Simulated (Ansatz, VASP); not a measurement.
**BN in VASP and in Ansatz**

The input POSCAR:

```
BN
1.0
    0.0000000000      1.8130010000      1.8130010000
    1.8130010000      0.0000000000      1.8130010000
    1.8130010000      1.8130010000      0.0000000000
B N
1 1
Direct
    0.0195010036     -0.0195010036      0.0000000000
    0.7500000000      0.7500000000      0.7500000000
```

The input INCAR.step1:

```
SYSTEM = BN
ALGO = Normal
EDIFF = 1E-4
ENCUT = 520
GGA = PE
ISMEAR = 0
LASPH = .True.
LCHARG = .False.
LREAL = .False.
LWAVE = .True.
NBANDS = 11
NELM = 100
PREC = Accurate
SIGMA = 0.05
```

Contents of INCAR.step2:

```
SYSTEM = BN
ALGO = Normal
EDIFF = 1E-7
ENCUT = 520
ISIF = 2
ISMEAR = 0
ISTART = 1
LASPH = .True.
LCHARG = .False.
LMIXTAU = .True.
LREAL = .False.
LWAVE = .False.
METAGGA = R2SCAN
NBANDS = 11
NELM = 100
PREC = Accurate
SIGMA = 0.05
```

Contents of KPOINTS:

```
k-points
0
Gamma
  12 12 12
  0 0 0
```

Input for Ansatz:

```yaml
crystal:
  lattice:
    - [0.0, 1.813001, 1.813001]
    - [1.813001, 0.0, 1.813001]
    - [1.813001, 1.813001, 0.0]
  atoms:
    - { symbol: B, position: [0.0195010036, -0.0195010036, 0.0] }
    - { symbol: "N", position: [0.75, 0.75, 0.75] }
basis:
  ecutwfc: 500
kpoints:
  mp_grid: { grid: [12, 12, 12] }
hamiltonian:
  xc: r2scan
scf:
  occupations: { method: gaussian, width: 0.05 }
output:
  forces: true
  stress: true
  eigenvalues: true
```

Change from the starting cell: all B atoms moved -0.050 Å, as atom 1 along Cartesian [1 -1 0].

Alike in both runs: task single point; functional r2SCAN; k mesh 12 × 12 × 12; occupations gaussian, width 0.05 eV; no spin polarisation.

|  | VASP | Ansatz |
| --- | --- | --- |
| version | VASP 6.6.1 | Ansatz 0.2.0 |
| potentials or method | VASP PAW PBE potentials, release 64 (B, N), cutoff 520 eV | scalar-relativistic, plane waves, PAW |
| valence electrons in the cell | 8 | 8 |

VASP gave:

- gap on the k mesh at the Fermi level (eV): 4.50
- least direct gap on the mesh (eV): 8.74
- pressure (GPa): -3.4
- traceless stress, the component that is largest in VASP (GPa): -0.77
- rms of the force components (eV/Å): 0.687

Estimate Ansatz's values.

gap on the k mesh at the Fermi level (eV): 4.52; least direct gap on the mesh (eV): 8.76; pressure (GPa): -4.4; traceless stress, the component that is largest in VASP (GPa): -0.79; rms of the force components (eV/Å): 0.685.

VASP's potentials were made for PBE, not for r2SCAN. Atom by atom the forces differ by 0.001 eV/Å (rms over components). With one functional, cell and mesh, what is left measures potentials, basis and numerics.
